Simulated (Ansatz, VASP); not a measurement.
Two plane-wave programs on WC

```
W C
1.0
     0.00000    2.17269    2.17269
     2.17269    0.00000    2.17269
     2.17269    2.17269    0.00000
W C
1 1
Direct
  0.00000 0.00000 0.00000
  0.50000 0.50000 0.50000
```

Alike in both runs: task single point; functional PBEsol; k mesh 14 × 14 × 14; occupations gaussian, width 0.15 eV; no spin polarisation.

|  | VASP | Ansatz |
| --- | --- | --- |
| version | VASP 6.6.1 | Ansatz 0.2.0 |
| potentials or method | VASP PAW PBE potentials, release 64 (W_sv, C_h), cutoff 1300 eV | scalar-relativistic, plane waves, PAW |
| valence electrons in the cell | 18 | 18 |

|  | VASP | Ansatz | Ansatz less VASP |
| --- | --- | --- | --- |
| gap on the k mesh at the Fermi level (eV) | none | none | - |
| pressure (GPa) | 1.1 | 0.1 | -1.02 |

VASP's potentials were made for PBE, not for PBEsol. A gap of «none» marks a metal or a gap that the smearing closes.

Spin-orbit coupling is off throughout.
